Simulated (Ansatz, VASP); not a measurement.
# Ca2AlO2 in VASP and in Ansatz

```
Ca Al O
1.0
     4.25783    0.00000    0.00000
    -2.12892    3.68739    0.00000
     0.00000    0.00000    5.05961
Ca Al O
2 1 2
Direct
  0.00000 0.00000 0.50000
  0.33333 0.66667 0.50000
  0.66667 0.33333 0.50000
  0.00000 0.00000 0.09807
  0.00000 0.00000 0.90193
```

Alike in both runs: task single point; functional PBE; k mesh 6 × 6 × 4; occupations gaussian, width 0.1 eV; no spin polarisation.

```csv
,VASP,Ansatz
version,VASP 6.6.1,Ansatz 0.2.0
potentials or method,"VASP PAW PBE potentials, release 64 (Ca_sv, Al, O), cutoff 520 eV","scalar-relativistic, plane waves, PAW"
valence electrons in the cell,35,35
```

|  | VASP | Ansatz | Ansatz less VASP |
| --- | --- | --- | --- |
| gap on the k mesh at the Fermi level (eV) | none | none | - |
| rms of the force components (eV/Å) | 17.571 | 15.148 | -2.4231 |

Atom by atom the forces differ by 2.423 eV/Å (rms over components). A gap of «none» marks a metal or a gap that the smearing closes. The functional is the same, so the differences come from potentials, cutoffs and numerics.

Noted on VASP's run: the standard files for N, O and F lose accuracy on very short bonds.
